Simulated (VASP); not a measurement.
Set up this calculation in VASP 6.6.1, as the native input.

- Task: relaxation of cell and atoms
- Functional: PBEsol
- Potentials or basis: VASP PAW PBE potentials, release 64 (Ti_sv, Ta_pv)
- Cutoff: 600 eV
- k mesh: 6 × 6 × 6
- Occupations: fermi-dirac, width 0.05 eV
- Spin: no spin polarisation
- Dipole correction: no
- Further INCAR settings: ALGO = Normal; EDIFF = 1e-06; IBRION = 2; EDIFFG = -0.01; NSW = 80; ISIF = 3

The structure of TaTi3 lies in POSCAR:

```
TaTi3
1.0
    4.1330540000      0.0000000000      0.0000000000
    0.0000000000      4.1330540000      0.0000000000
    0.0000000000      0.0000000000      4.1330540000
Ti Ta
3 1
Direct
    0.0000000000      0.5000000000      0.5000000000
    0.5000000000      0.0000000000      0.5000000000
    0.5000000000      0.5000000000      0.0000000000
    0.0000000000      0.0000000000      0.0000000000
```

One way to write it, as run:

INCAR

```
  PREC = Accurate
  ENCUT = 600
  EDIFF = 1E-6
  ISMEAR = -1
  SIGMA = 0.05
  LREAL = F
  LASPH = T
  NELM = 100
  ALGO = Normal
  ISIF = 3
  LWAVE = F
  LCHARG = F
  GGA = PS
  IBRION = 2
  NSW = 80
  EDIFFG = -0.01
```

KPOINTS

```
Automatic mesh
0
Gamma
  6 6 6
```

Potentials or basis: VASP PAW PBE potentials, release 64 (Ti_sv, Ta_pv).

Command:

```bash
$ cat potpaw_PBE.64/Ti_sv/POTCAR potpaw_PBE.64/Ta_pv/POTCAR > POTCAR
$ mpirun -np 1 vasp_std > vasp.out
```

Results of the run:

- Relaxed volume: 16.92 Å³/atom
- Relaxed cell: a = 4.076 Å, b = 4.076 Å, c = 4.076 Å, α = 90.00°, β = 90.00°, γ = 90.00°
- Space group after relaxing (to 0.05 Å): Pm-3m (No. 221)
- Energy gained by relaxing: 12.8 meV/atom
- Ionic steps: 3
- Pressure after relaxing: 0.0 GPa

Caveat: the PAW data sets were made with another functional, which shifts forces and pressure a little.

Run time: 60 s on 1 thread of Intel(R) Xeon(R) 6975P-C (Granite Rapids), with other jobs on the host, peak memory 0.24 GiB.
